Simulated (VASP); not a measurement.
HfN:

```xyz
4
Lattice="3.2160 0.0000 0.0000 -1.6080 2.7851 0.0000 0.0000 0.0000 5.2505" Properties=species:S:1:pos:R:3 pbc="T T T"
Hf    0.0000    0.0000    0.0000
Hf    0.0000    1.8568    2.6252
N     1.6080    0.9284    1.3126
N     1.6080    0.9284    3.9378
```

```yaml
Program: VASP 6.6.1
Task: relaxation of cell and atoms
Functional: PBE
Potentials_or_basis: VASP PAW PBE potentials, release 64 (Hf_pv, N)
Cutoff: 600 eV
k_mesh: 12 × 12 × 9
Occupations: gaussian, width 0.1 eV
Spin: no spin polarisation
```

At the start: pressure -1.6 GPa; volume 11.76 Å³/atom.

Task: How do energy, volume and symmetry change on relaxing?

Result: Over 8 steps the energy falls by 34.6 meV/atom and the volume is 11.68 Å³/atom (-0.7 %); space group P6_3/mmc (No. 194, to 0.1 Å) before and after.

The path:
```tsv
step	energy change (eV)	largest force (eV/Å)	pressure (GPa)	volume (Å³)
1	0.0000	0.0000	-1.57	47.03
2	-0.0961	0.0000	3.37	46.13
3	-0.1376	0.0000	1.29	46.48
4	-0.1376	0.0000	1.36	46.47
5	-0.1361	0.0000	-2.02	47.07
6	-0.1386	0.0000	0.05	46.70
7	-0.1386	0.0000	0.03	46.70
8	-0.1386	0.0000	-0.03	46.71
```

Final structure:
```
Hf N
1.0
     3.14836    0.00000    0.00000
    -1.57418    2.72656    0.00000
     0.00000    0.00000    5.44130
Hf N
2 2
Direct
  0.00000 0.00000 0.00000
  0.33333 0.66667 0.50000
  0.66667 0.33333 0.25000
  0.66667 0.33333 0.75000
```
